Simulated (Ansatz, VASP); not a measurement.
ZnO in VASP and in Ansatz

The input INCAR:

```
SYSTEM = ZnO
PREC = Accurate ; ENCUT = 520
EDIFF = 1E-7 ; ISMEAR = 0
SIGMA = 0.01 ; LREAL = Auto
LASPH = .True. ; NELM = 100
ALGO = Normal ; ISIF = 2
LWAVE = .False. ; LCHARG = .False.
GGA = PE ; NBANDS = 86
```

KPOINTS

```
regular mesh
0
Gamma
  3 3 3
  0 0 0
```

POSCAR

```
ZnO
1.0
    0.0000000000      0.0000000000     -5.2932332133
   -3.2793907598      5.6800714139      0.0000000000
    6.5587815197      0.0000000000      0.0000000000
Zn O
8 8
Direct
    0.4993955898      0.1666666667      0.3333333333
    0.4993955898      0.6666666667      0.3333333333
    0.4993955898      0.1666666667      0.8333333333
    0.4993955898      0.6666666667      0.8333333333
    0.9993955898      0.3333333333      0.1666666667
    0.9993955898      0.8333333333      0.1666666667
    0.9993955898      0.3333333333      0.6666666667
    0.9993955898      0.8333333333      0.6666666667
    0.1202944102      0.1666666667      0.3333333333
    0.1202944102      0.6666666667      0.3333333333
    0.1202944102      0.1666666667      0.8333333333
    0.1202944102      0.6666666667      0.8333333333
    0.6202944102      0.3333333333      0.1666666667
    0.6202944102      0.8333333333      0.1666666667
    0.6202944102      0.3333333333      0.6666666667
    0.6202944102      0.8333333333      0.6666666667
```

Input for Ansatz:

```yaml
crystal:
  lattice:
    - [0.0, 0.0, -5.2932332133]
    - [-3.2793907598, 5.6800714139, 0.0]
    - [6.5587815197, 0.0, 0.0]
  atoms:
    - { symbol: Zn, position: [0.4993955898, 0.1666666667, 0.3333333333] }
    - { symbol: Zn, position: [0.4993955898, 0.6666666667, 0.3333333333] }
    - { symbol: Zn, position: [0.4993955898, 0.1666666667, 0.8333333333] }
    - { symbol: Zn, position: [0.4993955898, 0.6666666667, 0.8333333333] }
    - { symbol: Zn, position: [0.9993955898, 0.3333333333, 0.1666666667] }
    - { symbol: Zn, position: [0.9993955898, 0.8333333333, 0.1666666667] }
    - { symbol: Zn, position: [0.9993955898, 0.3333333333, 0.6666666667] }
    - { symbol: Zn, position: [0.9993955898, 0.8333333333, 0.6666666667] }
    - { symbol: O, position: [0.1202944102, 0.1666666667, 0.3333333333] }
    - { symbol: O, position: [0.1202944102, 0.6666666667, 0.3333333333] }
    - { symbol: O, position: [0.1202944102, 0.1666666667, 0.8333333333] }
    - { symbol: O, position: [0.1202944102, 0.6666666667, 0.8333333333] }
    - { symbol: O, position: [0.6202944102, 0.3333333333, 0.1666666667] }
    - { symbol: O, position: [0.6202944102, 0.8333333333, 0.1666666667] }
    - { symbol: O, position: [0.6202944102, 0.3333333333, 0.6666666667] }
    - { symbol: O, position: [0.6202944102, 0.8333333333, 0.6666666667] }
basis:
  ecutwfc: 420
  xc_grid: 2
kpoints:
  mp_grid: { grid: [3, 3, 3], shift: [0.0, 0.0, 0.0] }
hamiltonian:
  xc: pbe
scf:
  occupations: { method: gaussian, width: 0.01 }
output:
  forces: true
  stress: true
  eigenvalues: true
  write_density: true
  write_potential: true
  elf: true
  volumetric_format: npy
```

Alike in both runs: task single point; functional PBE; k mesh 3 × 3 × 3; occupations gaussian, width 0.01 eV; no spin polarisation.

|  | VASP | Ansatz |
| --- | --- | --- |
| version | VASP 6.6.1 | Ansatz 0.2.0 |
| potentials or method | VASP PAW PBE potentials, release 64 (Zn, O), cutoff 520 eV | scalar-relativistic, plane waves, PAW |
| valence electrons in the cell | 144 | 144 |

```csv
,VASP,Ansatz,Ansatz less VASP
gap on the k mesh at the Fermi level (eV),0.73,0.74,+0.016
least direct gap on the mesh (eV),0.73,0.74,+0.016
pressure (GPa),0.9,0.0,-0.88
```
